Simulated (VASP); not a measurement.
A run of VASP 6.6.1:

File POSCAR:

```
C
1.0
   -2.4291088834      2.4716182889      2.4716182889
    2.4291088834     -2.3865994779      2.3865994779
    2.4291088834      2.3865994779     -2.3865994779
C
8
Direct
    0.3254551632      0.0000000000      0.0000000000
    0.6745448368      0.6745448368      0.6745448368
    0.0000000000      0.3254551632      0.0000000000
    0.0000000000      0.0000000000      0.3254551632
    0.0000000000      0.6745448368      0.0000000000
    0.3254551632      0.3254551632      0.3254551632
    0.6745448368      0.0000000000      0.0000000000
    0.0000000000      0.0000000000      0.6745448368
```

Contents of INCAR.step1:

```
SYSTEM = C
ALGO = Normal
EDIFF = 1E-4
ENCUT = 520
GGA = PE
ISMEAR = 0
LASPH = .TRUE.
LCHARG = .FALSE.
LREAL = .FALSE.
LWAVE = .TRUE.
NBANDS = 26
NELM = 60
PREC = Accurate
SIGMA = 0.05
```

The input INCAR.step2:

```
SYSTEM = C
ALGO = Normal
EDIFF = 1E-7
ENCUT = 520
ISIF = 2
ISMEAR = 0
ISTART = 1
LASPH = .TRUE.
LCHARG = .FALSE.
LMIXTAU = .TRUE.
LREAL = .FALSE.
LWAVE = .FALSE.
METAGGA = R2SCAN
NBANDS = 26
NELM = 60
PREC = Accurate
SIGMA = 0.05
```

File KPOINTS:

```
k-points
0
G
  8 8 8
  0 0 0
```

Potentials or basis: VASP PAW PBE potentials, release 64 (C).

Command:

```bash
$ cat potpaw_PBE.64/C/POTCAR > POTCAR
$ cp INCAR.step1 INCAR
$ mpirun -np 1 vasp_std > vasp.out
$ cp INCAR.step2 INCAR
$ mpirun -np 1 vasp_std > vasp.out
```

Hardware: 1 thread of Intel(R) Xeon(R) Platinum 8488C (Sapphire Rapids), on a shared host.

**Question.** Estimate the wall time of this run.

**Answer.** It took 4.5 min on 1 thread of Intel(R) Xeon(R) Platinum 8488C (Sapphire Rapids), with other jobs on the host, peak memory 0.23 GiB. Counts: k points 95.
